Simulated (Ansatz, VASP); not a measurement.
## LiH: VASP beside Ansatz

Contents of POSCAR:

```
LiH
1.0
    2.4183534767      0.0000000000      0.0000000000
    0.0000000000      2.4183534767      0.0000000000
    0.0000000000      0.0000000000      2.4183534767
Li H
1 1
Direct
    0.0000000000      0.0000000000      0.0000000000
    0.5000000000      0.5000000000      0.5000000000
```

Contents of INCAR.step1:

```
PREC = Accurate
ENCUT = 520
ISMEAR = 0
SIGMA = 0.01
LREAL = F
LASPH = T
NELM = 60
NBANDS = 9
GGA = PE
ALGO = Normal
EDIFF = 1E-4
LWAVE = T
LCHARG = F
```

Contents of INCAR.step2:

```
PREC = Accurate
ENCUT = 520
EDIFF = 1E-6
ISMEAR = 0
SIGMA = 0.01
LREAL = F
LASPH = T
NELM = 60
ALGO = Normal
ISIF = 2
LWAVE = F
LCHARG = T
METAGGA = R2SCAN
LMIXTAU = T
LELF = T
LVHAR = T
NBANDS = 9
ISTART = 1
```

KPOINTS

```
regular mesh
0
Gamma
  10 10 10
```

Input for Ansatz:

```yaml
crystal:
  lattice:
    - [2.4183534767, 0.0, 0.0]
    - [0.0, 2.4183534767, 0.0]
    - [0.0, 0.0, 2.4183534767]
  atoms:
    - { symbol: Li, position: [0.0, 0.0, 0.0] }
    - { symbol: H, position: [0.5, 0.5, 0.5] }
kpoints:
  mp_grid: { grid: [10, 10, 10] }
  band_path:
    path:
      - [0.0, 0.0, 0.0]
      - [0.0, 0.5, 0.0]
      - [0.5, 0.5, 0.0]
      - [0.5, 0.5, 0.5]
      - [0.0, 0.0, 0.5]
    npoints: 1
hamiltonian:
  xc: r2scan
scf:
  occupations: { method: fixed }
  n_extra_bands: 4
output:
  forces: true
  stress: true
  eigenvalues: true
```

Change from the starting cell: hydrostatic strain -3.3%.

Alike in both runs: task single point; functional r2SCAN; k mesh 10 × 10 × 10; no spin polarisation.

|  | VASP | Ansatz |
| --- | --- | --- |
| version | VASP 6.6.1 | Ansatz 0.2.0 |
| potentials or method | VASP PAW PBE potentials, release 64 (Li_sv, H) | plane waves, PAW |
| plane-wave cutoff (eV) | 520 | 500 |
| occupations | gaussian, width 0.01 eV | fixed |
| valence electrons in the cell | 4 | 4 |

|  | VASP | Ansatz | Ansatz less VASP |
| --- | --- | --- | --- |
| gap on the k mesh at the Fermi level (eV) | 1.28 | 1.09 | -0.193 |

VASP's potentials were made for PBE, not for r2SCAN.

Noted on VASP's run: the cutoff is short for stress, so the pressure is rough.
